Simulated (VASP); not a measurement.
# MgSe (Fm-3m) in VASP: relaxation of the atoms with PBE

Aim: the relaxation of the atoms of MgSe with PBE.

Program: VASP 6.6.1. These are calculated values, not measurements. Logs are shortened: lines on timing, memory, paths and dates and some standing lists are left out, and cuts for length are marked.

### 1 The cell of the first run

The structure is cubic, space group Fm-3m (No. 225). The conventional cell has a = 5.451 Å, b = 5.451 Å, c = 5.451 Å, α = 90.00°, β = 90.00°, γ = 90.00°. Within 3.6 Å of Mg (site symmetry m-3m) lie 6 Se at 2.73 Å. Within 3.6 Å of Se (site symmetry m-3m) lie 6 Mg at 2.73 Å.

### 2 Relaxation of the atoms, PBE

INCAR

```
SYSTEM = MgSe
PREC     = Accurate       ! precision mode
ENCUT    = 520            ! plane-wave cutoff, eV
EDIFF    = 1E-7           ! SCF threshold, eV
ISMEAR   = -1             ! smearing method
SIGMA    = 0.02           ! smearing width, eV
LREAL    = .False.        ! projectors in reciprocal space
LASPH    = .True.         ! aspherical terms in the spheres
NELM     = 120            ! most SCF steps
ALGO     = Normal         ! electronic algorithm
ISIF     = 2              ! what is computed and relaxed
LWAVE    = .False.        ! write WAVECAR
LCHARG   = .False.        ! write CHGCAR
GGA      = PE             ! functional
IBRION   = 2              ! ionic algorithm
NSW      = 80             ! ionic steps
EDIFFG   = -0.02          ! ionic threshold
GGA_COMPAT= .False.      
NELMIN   = 4
```

KPOINTS

```
regular mesh
0
Gamma
  9 9 9
  0 0 0
```

POSCAR

```
MgSe
1.0
    0.0000000000      2.7255000000      2.7255000000
    2.7255000000      0.0000000000      2.7255000000
    2.7255000000      2.7255000000      0.0000000000
Mg Se
1 1
Direct
    0.0000000000      0.0000000000      0.0000000000
    0.5000000000      0.5000000000      0.5000000000
```

Potentials or basis: VASP PAW PBE potentials, release 64 (Mg, Se).

Started as:

```sh
$ cat potpaw_PBE.64/Mg/POTCAR potpaw_PBE.64/Se/POTCAR > POTCAR
$ mpirun -np 1 vasp_std > vasp.out
```

OUTCAR:

```text
SYSTEM = MgSe
   PREC = Accurate
   ENCUT = 520
   EDIFF = 1E-7
   ISMEAR = -1
   LREAL = .False.
   LASPH = .True.
   NELM = 120
   ISIF = 2
   GGA = PE
   IBRION = 2
   NSW = 80
   EDIFFG = -0.02
   NELMIN = 4

 ion  position               nearest neighbor table
   1  0.000  0.000  0.000-   2 2.73   2 2.73   2 2.73   2 2.73   2 2.73   2 2.73
   2  0.500  0.500  0.500-   1 2.73   1 2.73   1 2.73   1 2.73   1 2.73   1 2.73

  LATTYP: Found a face centered cubic cell.
 ALAT       =     5.4510000000

  Lattice vectors:

 A1 = (   0.0000000000,   2.7255000000,   2.7255000000)
 A2 = (   2.7255000000,   0.0000000000,   2.7255000000)
 A3 = (   2.7255000000,   2.7255000000,   0.0000000000)

Analysis of symmetry for initial positions (statically):
[... 33 lines left out ...]
                                     Primitive cell

  volume of cell :      40.4919

  direct lattice vectors                    reciprocal lattice vectors
     0.000000000  2.725500000  2.725500000    -0.183452578  0.183452578  0.183452578
     2.725500000  0.000000000  2.725500000     0.183452578 -0.183452578  0.183452578
     2.725500000  2.725500000  0.000000000     0.183452578  0.183452578 -0.183452578

  length of vectors
     3.854439064  3.854439064  3.854439064     0.317749185  0.317749185  0.317749185

  position of ions in fractional coordinates (direct lattice)
     0.000000000  0.000000000  0.000000000
     0.500000000  0.500000000  0.500000000

  ion indices of the primitive-cell ions
   primitive index   ion index
                 1           1
                 2           2

----------------------------------------------------------------------------------------

 KPOINTS: regular mesh

Automatic generation of k-mesh.
 Grid dimensions read from file:
 generate k-points for:    9    9    9

 Generating k-lattice:

  Cartesian coordinates                     Fractional coordinates (reciprocal lattice)
    -0.020383620  0.020383620  0.020383620     0.111111111  0.000000000  0.000000000
     0.020383620 -0.020383620  0.020383620     0.000000000  0.111111111  0.000000000
     0.020383620  0.020383620 -0.020383620     0.000000000  0.000000000  0.111111111

  Length of vectors
[... 47 lines left out ...]
   ISTART =      0    job   : 0-new  1-cont  2-samecut
   ICHARG =      2    charge: 1-file 2-atom 10-const
   ISPIN  =      1    spin polarized calculation?
   LNONCOLLINEAR =      F non collinear calculations
   LSORBIT =      F    spin-orbit coupling
   LASPH  =      T    aspherical Exc in radial PAW
   ENCUT  =  520.0 eV  38.22 Ry    6.18 a.u.   7.17  7.17  7.17*2*pi/ulx,y,z
   NELM   =    120;   NELMIN=  4; NELMDL= -5     # of ELM steps
   EDIFF  = 0.1E-06   stopping-criterion for ELM
   LREAL  =      F    real-space projection
   EDIFFG = -.2E-01   stopping-criterion for IOM
   NSW    =     80    number of steps for IOM
   IBRION =      2    ionic relax: 0-MD 1-quasi-New 2-CG
   NFREE  =      1    steps in history (QN), initial steepest desc. (CG)
   ISIF   =      2    stress and relaxation
   ISYM   =      2    0-nonsym 1-usesym 2-fastsym
   POTIM  = 0.5000    time-step for ionic-motion
   TEBEG  =    0.0;   TEEND  =   0.0 temperature during run
   PSTRESS=    0.0 pullay stress
   NELECT =       8.0000    total number of electrons
   NUPDOWN=      -1.0000    fix difference up-down
   EMIN   =  10.00;   EMAX   =-10.00  energy-range for DOS
   EFERMI =   0.00;   METHOD = LEGACY
   ISMEAR =    -1;   SIGMA  =   0.02  broadening in eV -4-tet -1-fermi 0-gaus
   EFERMI_NEDOS =   21; number of points for ismear=-14 and -15
   IALGO  =     38    algorithm
   IMIX   =      4    mixing-type and parameters
     AMIX     =   0.40;   BMIX     =  1.00
     AMIX_MAG =   1.60;   BMIX_MAG =  1.00
  volume/ion in A,a.u.               =      20.25       136.63
  Fermi-wavevector in a.u.,A,eV,Ry     =   0.953488  1.801831 12.369596  0.909140
  Thomas-Fermi vector in A             =   2.082148
   LORBIT       =      0    0 simple, 1 ext, 2 COOP (PROOUT), +10 PAW based schemes
   GGA     = PE    functional components
   LHFCALC =     F    Hartree Fock is set to
   AEXX    =    0.0000 exact exchange contribution
   IVDW    =     0    specifies the selected vdW correction
   LEPSILON=     F    determine dielectric tensor
   LRPA    =     F    only Hartree local field effects (RPA)
 conjugate gradient relaxation of ions
 non-spin polarized calculation
  energy-cutoff  :      520.00
  volume of cell :       40.49
 maximum number of plane-waves:      1113
 NGX is ok and might be reduce to    30
   NGX = 15   NGY = 15   NGZ = 15

 number of electron       8.0000001 magnetization

 Free energy of the ion-electron system (eV)
  ---------------------------------------------------
  ext. energy  EPLUGINS =         0.00000000
  ---------------------------------------------------
  free energy    TOTEN  =        -7.48379600 eV

  energy without entropy =       -7.48379600  energy(sigma->0) =       -7.48379600

 E-fermi :   3.6416     XC(G=0):  -9.4897

 val. band max:        3.2280692347   @ k =   0.0000   0.0000   0.0000
 cond. band min:       5.1587399306   @ k =   0.4444   0.4444   0.0000
 fundamental gap:      1.9306706960
 Fermi energy:         3.6415624255

 k-point     1 :       0.0000    0.0000    0.0000
  band No.  band energies     occupation
      1      -9.7162      2.00000
      2       3.2281      2.00000
      3       3.2281      2.00000
      4       3.2281      2.00000
      5       5.8255      0.00000
      6      10.6399      0.00000
      7      10.6399      0.00000
      8      10.6399      0.00000
[... 243 lines left out ...]
 k-point    24 :       0.4444    0.4444    0.0000
  band No.  band energies     occupation
      1      -8.3268      2.00000
      2      -0.9537      2.00000
      3       1.4809      2.00000
      4       1.4809      2.00000
      5       5.1587      0.00000
      6       7.2460      0.00000
      7      14.5254      0.00000
      8      15.1714      0.00000

 [... further k-points ...]
[... 5 lines left out ...]
  --------------------------------------------------------------------------------------
  -------------------------------------------------------------------------------------
  Total        0.4816954      0.4816954      0.4816954     -0.0000000      0.0000000      0.0000000
  in kB       19.0596324     19.0596324     19.0596324     -0.0000000      0.0000000      0.0000000
  external PRESSURE =      19.0596324 kB  Pullay stress =       0.0000000 kB

 VOLUME and BASIS-vectors are now :
 -----------------------------------------------------------------------------
  energy-cutoff  :      520.00
  volume of cell :       40.49
      direct lattice vectors                 reciprocal lattice vectors
     0.000000000  2.725500000  2.725500000    -0.183452578  0.183452578  0.183452578
     2.725500000  0.000000000  2.725500000     0.183452578 -0.183452578  0.183452578
     2.725500000  2.725500000  0.000000000     0.183452578  0.183452578 -0.183452578

 POSITION                                       TOTAL-FORCE (eV/Angst)
 -----------------------------------------------------------------------------------
      0.00000      0.00000      0.00000        -0.000000      0.000000      0.000000
      2.72550      2.72550      2.72550         0.000000     -0.000000     -0.000000
 -----------------------------------------------------------------------------------
    total drift:                               -0.000000     -0.000000      0.000000

  FREE ENERGIE OF THE ION-ELECTRON SYSTEM (eV)
  ---------------------------------------------------
  free  energy   TOTEN  =        -7.4837959982 eV

  energy  without entropy=       -7.4837959982  energy(sigma->0) =       -7.48379600

 reached required accuracy - stopping structural energy minimisation
```

OSZICAR:

```text
N       E                     dE             d eps       ncg     rms          rms(c)
DAV:   1     0.225274271513E+02    0.22527E+02   -0.34581E+03   568   0.786E+02
DAV:   2    -0.687248908744E+01   -0.29400E+02   -0.27792E+02   712   0.996E+01
DAV:   3    -0.778027605644E+01   -0.90779E+00   -0.90779E+00   680   0.241E+01
DAV:   4    -0.778317636947E+01   -0.29003E-02   -0.29003E-02   896   0.156E+00
DAV:   5    -0.778317853688E+01   -0.21674E-05   -0.21673E-05   664   0.344E-02    0.298E+00
DAV:   6    -0.752689158378E+01    0.25629E+00   -0.53687E-01   616   0.345E+00    0.191E+00
DAV:   7    -0.748419271704E+01    0.42699E-01   -0.22935E-01   720   0.241E+00    0.943E-01
DAV:   8    -0.748381259210E+01    0.38012E-03   -0.89961E-03   656   0.699E-01    0.207E-01
DAV:   9    -0.748378095684E+01    0.31635E-04   -0.11856E-04   760   0.844E-02    0.121E-01
DAV:  10    -0.748380120605E+01   -0.20249E-04   -0.15183E-04   712   0.703E-02    0.276E-02
DAV:  11    -0.748379593727E+01    0.52688E-05   -0.22332E-05   632   0.234E-02    0.100E-02
DAV:  12    -0.748379604642E+01   -0.10915E-06   -0.19796E-06   752   0.837E-03    0.179E-03
DAV:  13    -0.748379599819E+01    0.48225E-07   -0.17366E-08   368   0.115E-03
   1 F= -.74837960E+01 E0= -.74837960E+01  d E =-.748380E+01
```

CONTCAR:

```text
MgSe
   1.00000000000000
     0.0000000000000000    2.7254999999999998    2.7254999999999998
     2.7254999999999998    0.0000000000000000    2.7254999999999998
     2.7254999999999998    2.7254999999999998    0.0000000000000000
  Mg              Se
     1     1
Direct
     0.0000000000000000    0.0000000000000000    0.0000000000000000
     0.5000000000000000    0.5000000000000000    0.5000000000000000

  0.00000000E+00  0.00000000E+00  0.00000000E+00
  0.00000000E+00  0.00000000E+00  0.00000000E+00
```

Wall time 28 s (1 thread of Intel Xeon 8259CL, shared host); peak memory 0.17 GiB.

What came out:

```
Free energy             : -7.4838 eV
Pressure after relaxing : 1.9 GPa
Band gap on the k mesh  : 1.93 eV, indirect (least direct gap 2.60 eV)
```

Final structure:
```cif
data_structure
_symmetry_space_group_name_H-M 'P 1'
_symmetry_Int_Tables_number 1
_cell_length_a 3.8544
_cell_length_b 3.8544
_cell_length_c 3.8544
_cell_angle_alpha 60.000
_cell_angle_beta 60.000
_cell_angle_gamma 60.000
_cell_volume 40.49
loop_
_atom_site_label
_atom_site_type_symbol
_atom_site_fract_x
_atom_site_fract_y
_atom_site_fract_z
_atom_site_occupancy
Mg1 Mg 0.00000 0.00000 0.00000 1
Se1 Se 0.50000 0.50000 0.50000 1
```

Caveat: the relaxation stopped at its first step, so nothing moved. A k mesh can miss the band edges.
